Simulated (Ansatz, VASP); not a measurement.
## Pd in VASP and in Ansatz

```
Pd
1.0
     0.00000    1.88408    2.07249
     1.88408    0.00000    2.07249
     1.88408    1.88408    0.00000
Pd
1
Cartesian
  0.0000 0.0000 0.0000
```

Alike in both runs: task single point; functional PBEsol; k mesh 24 × 24 × 24; occupations gaussian, width 0.15 eV; no spin polarisation.

|  | VASP | Ansatz |
| --- | --- | --- |
| version | VASP 6.6.1 | Ansatz 0.2.0 |
| potentials or method | VASP PAW PBE potentials, release 64 (Pd), cutoff 520 eV | scalar-relativistic, plane waves, PAW |
| valence electrons in the cell | 10 | 18 |

|  | VASP | Ansatz | Ansatz less VASP |
| --- | --- | --- | --- |
| gap on the k mesh at the Fermi level (eV) | none | none | - |
| pressure (GPa) | -1.7 | -1.4 | +0.30 |
| traceless stress, the component that is largest in VASP (GPa) | -4.93 | -5.00 | -0.068 |

VASP's potentials were made for PBE, not for PBEsol. A gap of «none» marks a metal or a gap that the smearing closes. VASP's potentials hold 10 valence electrons a cell and Ansatz's 18, so a difference there can come from the potentials and not from the codes.
